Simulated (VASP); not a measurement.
# Se (R-3m) in VASP: further runs

Se is run at these levels: PBE; tasks: single point.

Everything below comes from runs of VASP 6.6.1. Logs are shortened: lines on timing, memory, paths and dates and some standing lists are left out, and cuts for length are marked.

### 1 The cell of the first run

It takes space group R-3m (No. 166, trigonal). Conventional cell: a = 3.850 Å, b = 3.850 Å, c = 2.645 Å, α = 90.00°, β = 90.00°, γ = 120.00°. Within 3.2 Å of Se (site symmetry -3m) lie 14 Se at 2.39 to 2.84 Å.

### 2 Single point, PBE

INCAR reads:

```
SYSTEM = Se
PREC = Accurate ; ENCUT = 500
EDIFF = 1E-6 ; ISMEAR = 1
SIGMA = 0.05 ; LREAL = .False.
LASPH = .True. ; NELM = 120
ALGO = Normal ; ISIF = 2
LWAVE = .False. ; LCHARG = .True.
GGA = PE ; LELF = .True.
LVHAR = .True. ; NBANDS = 13
GGA_COMPAT = .False.
```

KPOINTS reads:

```
regular mesh
0
Gamma
  8 4 8
  0 0 0
```

POSCAR reads:

```
Se
1.0
    1.9250000016      1.1113992700      0.8816666700
   -3.8500000016      2.2227985373      1.7633333400
   -0.0000000008     -2.2227985386      0.8816666700
Se
2
Direct
    0.0000000000      0.0000000000      0.0000000000
    0.0000000000      0.5000000000      0.0000000000
```

Potentials or basis: VASP PAW PBE potentials, release 64 (Se).

Launch:

```sh
> cat potpaw_PBE.64/Se/POTCAR > POTCAR
> mpirun -np 1 vasp_std > vasp.out
```

OUTCAR:

```text
SYSTEM = Se
   PREC = Accurate
   ENCUT = 500
   EDIFF = 1E-6
   ISMEAR = 1
   LREAL = .False.
   LASPH = .True.
   NELM = 120
   ISIF = 2
   GGA = PE

 ion  position               nearest neighbor table
   1  0.000  0.000  0.000-   2 2.39   2 2.39   2 2.65   2 2.65
   2  0.000  0.500  0.000-   1 2.39   1 2.39   1 2.65   1 2.65

  LATTYP: Found a base centered monoclinic cell.
 ALAT       =     2.8372835257
 B/A-ratio  =     1.3569317165
 C/A-ratio  =     1.4692638700
 COS(beta)  =    -0.1080379931

  Lattice vectors:

 A1 = (   0.0000000008,   2.2227985386,  -0.8816666700)
 A2 = (  -1.9250000016,  -1.1113992700,  -0.8816666700)
 A3 = (  -1.9250000008,   1.1113992687,   3.5266666800)

Analysis of symmetry for initial positions (statically):
=====================================================================
 Subroutine PRICEL returns following result:

  LATTYP: Found a trigonal (rhomboedric) cell.
 ALAT       =     2.3912694245
 COS(alpha) =    -0.2960878590

  Lattice vectors:

 A1 = (   1.9250000016,   1.1113992700,   0.8816666700)
 A2 = (  -1.9250000008,   1.1113992687,   0.8816666700)
 A3 = (  -0.0000000008,  -2.2227985386,   0.8816666700)

   2 primitive cells build up your supercell.

 Routine SETGRP: Setting up the symmetry group for a
 base centered monoclinic supercell.

 Subroutine GETGRP returns: Found  4 space group operations
 (whereof  4 operations were pure point group operations)
 out of a pool of  4 trial point group operations.

The static configuration has the point symmetry C_2h.

Analysis of symmetry for dynamics (positions and initial velocities):
=====================================================================
 Subroutine PRICEL returns following result:

  LATTYP: Found a trigonal (rhomboedric) cell.
 ALAT       =     2.3912694245
 COS(alpha) =    -0.2960878590

  Lattice vectors:

 A1 = (   1.9250000016,   1.1113992700,   0.8816666700)
 A2 = (  -1.9250000008,   1.1113992687,   0.8816666700)
 A3 = (  -0.0000000008,  -2.2227985386,   0.8816666700)

   2 primitive cells build up your supercell.

 Routine SETGRP: Setting up the symmetry group for a
 base centered monoclinic supercell.

 Subroutine GETGRP returns: Found  4 space group operations
 (whereof  4 operations were pure point group operations)
 out of a pool of  4 trial point group operations.

The dynamic configuration has the point symmetry C_2h.

 Subroutine INISYM returns: Found  4 space group operations
 (whereof  4 operations are pure point group operations),
 and found     2 'primitive' translations

[... 122 lines left out ...]
   NELECT =      12.0000    total number of electrons
   NUPDOWN=      -1.0000    fix difference up-down
   EMIN   =  10.00;   EMAX   =-10.00  energy-range for DOS
   EFERMI =   0.00;   METHOD = LEGACY
   ISMEAR =     1;   SIGMA  =   0.05  broadening in eV -4-tet -1-fermi 0-gaus
   EFERMI_NEDOS =   21; number of points for ismear=-14 and -15
   IALGO  =     38    algorithm
   IMIX   =      4    mixing-type and parameters
     AMIX     =   0.40;   BMIX     =  1.00
     AMIX_MAG =   1.60;   BMIX_MAG =  1.00
  volume/ion in A,a.u.               =      11.32        76.38
  Fermi-wavevector in a.u.,A,eV,Ry     =   1.324971  2.503832 23.885687  1.755548
  Thomas-Fermi vector in A             =   2.454466
   LORBIT       =      0    0 simple, 1 ext, 2 COOP (PROOUT), +10 PAW based schemes
   GGA     = PE    functional components
   LHFCALC =     F    Hartree Fock is set to
   AEXX    =    0.0000 exact exchange contribution
   IVDW    =     0    specifies the selected vdW correction
   LEPSILON=     F    determine dielectric tensor
   LRPA    =     F    only Hartree local field effects (RPA)
 non-spin polarized calculation
 Methfessel and Paxton  Order N= 1 SIGMA  =   0.05
  energy-cutoff  :      500.00
  volume of cell :       22.64
 maximum number of plane-waves:       586
 NGX is ok and might be reduce to    18
   NGX =  9   NGY = 17   NGZ =  9

 number of electron      12.0000001 magnetization

 Free energy of the ion-electron system (eV)
  ---------------------------------------------------
  ext. energy  EPLUGINS =         0.00000000
  ---------------------------------------------------
  free energy    TOTEN  =        -0.58734809 eV

  energy without entropy =       -0.58669910  energy(sigma->0) =       -0.58713176

 E-fermi :  14.6054     XC(G=0): -13.4455

 val. band max:       14.4781832863   @ k =  -0.2500   0.2500   0.2500
 cond. band min:      14.6054849490   @ k =  -0.1250   0.2500   0.1250
 fundamental gap:      0.1273016627
 Fermi energy:        14.6054291091

 k-point     1 :       0.0000    0.0000    0.0000
  band No.  band energies     occupation
      1      -8.7872      2.00000
      2      -1.5157      2.00000
      3       1.6350      2.00000
      4      16.5451      0.00000
      5      19.4415      0.00000
      6      20.3861      0.00000
      7      22.5753      0.00000
      8      22.6641      0.00000
      9      22.6641      0.00000
     10      24.0855      0.00000
     11      27.2651      0.00000
     12      27.2651      0.00000
     13      29.7135      0.00000
[... 354 lines left out ...]
  band No.  band energies     occupation
      1      -6.9913      2.00000
      2      -0.6003      2.00000
      3       4.1034      2.00000
      4      10.3004      2.00000
      5      13.4853      2.00000
      6      17.7247      0.00000
      7      18.1154      0.00000
      8      20.8548      0.00000
      9      24.8575      0.00000
     10      25.6685      0.00000
     11      26.9646      0.00000
     12      27.3639      0.00000
     13      29.9518      0.00000

 [... further k-points ...]

------------------------ aborting loop because EDIFF is reached ----------------------------------------

  FORCE on cell =-STRESS in cart. coord.  units (eV):
  Direction    XX          YY          ZZ          XY          YZ          ZX
  --------------------------------------------------------------------------------------
  -------------------------------------------------------------------------------------
  Total       22.8983844     22.8983837     22.1438347     -0.0000006      0.0000012     -0.0000020
  in kB     1620.7980823   1620.7980303   1567.3893879     -0.0000450      0.0000827     -0.0001429
  external PRESSURE =    1602.9951668 kB  Pullay stress =       0.0000000 kB

 VOLUME and BASIS-vectors are now :
 -----------------------------------------------------------------------------
  energy-cutoff  :      500.00
  volume of cell :       22.64
      direct lattice vectors                 reciprocal lattice vectors
     1.925000002  1.111399270  0.881666670     0.259740260  0.149961109  0.378071832
    -3.850000002  2.222798537  1.763333340    -0.129870130  0.074980554  0.189035916
    -0.000000001 -2.222798539  0.881666670     0.000000000 -0.299922217  0.378071832

 POSITION                                       TOTAL-FORCE (eV/Angst)
 -----------------------------------------------------------------------------------
      0.00000      0.00000      0.00000         0.000000     -0.000000      0.000000
     -1.92500      1.11140      0.88167        -0.000000      0.000000     -0.000000
 -----------------------------------------------------------------------------------
    total drift:                               -0.000000      0.000000      0.000000

  FREE ENERGIE OF THE ION-ELECTRON SYSTEM (eV)
  ---------------------------------------------------
  free  energy   TOTEN  =        -0.5873480938 eV

  energy  without entropy=       -0.5866990996  energy(sigma->0) =       -0.58713176
```

It took 18 s on 1 thread of Intel Xeon Platinum 8375C at 2.90GHz (Ice Lake), shared host; peak memory 0.14 GiB.

Results:

* Free energy: -0.5873 eV
* Pressure: 160.3 GPa
* Band gap on the k mesh: zero (bands 6 and 7 overlap by 9.96 eV)

Stress tensor (GPa, compression positive):
```
162.08   0.00   0.00
  0.00 162.08   0.00
  0.00   0.00 156.74
```

Levels at points of the mesh, in eV from the Fermi level:
| k point | band 4 | band 5 | band 6 | band 7 | band 8 | band 9 |
| --- | --- | --- | --- | --- | --- | --- |
| (0.00, 0.00, 0.00) | 1.94 | 4.84 | 5.78 | 7.97 | 8.06 | 8.06 |
| (0.50, 0.00, 0.00) | -12.43 | -1.20 | 1.94 | 4.84 | 5.08 | 5.10 |
| (0.00, 0.50, 0.00) | -3.78 | 3.72 | 3.72 | 6.01 | 6.01 | 10.17 |
| (0.50, 0.50, 0.00) | -9.00 | -5.23 | -5.23 | 3.54 | 3.54 | 11.86 |
| (0.50, 0.00, 0.50) | -6.56 | -6.56 | -4.67 | -1.20 | 0.81 | 0.81 |
| (0.50, 0.50, 0.50) | -10.38 | -4.11 | -4.11 | -0.52 | -0.52 | 6.46 |

Caveat: the k points lie up to 0.38 Å⁻¹ apart, too coarse for converged energies and pressures of a metal.

[end of part 1 of 2]
